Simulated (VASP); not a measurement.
NbC: single point with PBEsol+D3(BJ)

The system is NbC.

```
CELL_PARAMETERS angstrom
0.00000 2.23779 2.23779
2.23779 0.00000 2.23779
2.23779 2.23779 0.00000
ATOMIC_POSITIONS crystal
Nb 0.00000 0.00000 0.00000
C 0.50000 0.50000 0.50000
```

This cell differs from its parent crystal: volume scaled by 1.04.

| Property | Result |
| --- | --- |
| Program | VASP 6.6.1 |
| Task | single point |
| Functional | PBEsol |
| Dispersion | D3(BJ) |
| Potentials or basis | VASP PAW PBE potentials, release 64 (Nb_sv, C) |
| Cutoff | 600 eV |
| k mesh | 10 × 10 × 10 |
| Occupations | gaussian, width 0.05 eV |
| Spin | no spin polarisation |
| Dipole correction | no |
| Further INCAR settings | ALGO = Normal; EDIFF = 1e-06; NBANDS = 16 |

```
Pressure                   : -12.7 GPa
Dispersion energy per atom : -0.459 eV
```

Levels at points of the mesh, in eV from the Fermi level:
```csv
k point,band 7,band 8,band 9,band 10,band 11,band 12
"(0.00, 0.00, 0.00)",-1.19,-1.19,-0.06,-0.06,-0.06,0.48
"(0.50, 0.00, 0.00)",-4.97,-4.97,2.26,2.26,3.69,5.85
"(0.50, 0.50, 0.00)",-3.72,-1.16,-1.16,2.11,3.36,3.36
```

It took 16 s on 1 thread of Intel(R) Xeon(R) 6975P-C (Granite Rapids), with other jobs on the host, peak memory 0.17 GiB.

Caveat: the PAW data sets were made with another functional, which shifts forces and pressure a little; pairwise dispersion overbinds metals, which lowers pressure and volume.
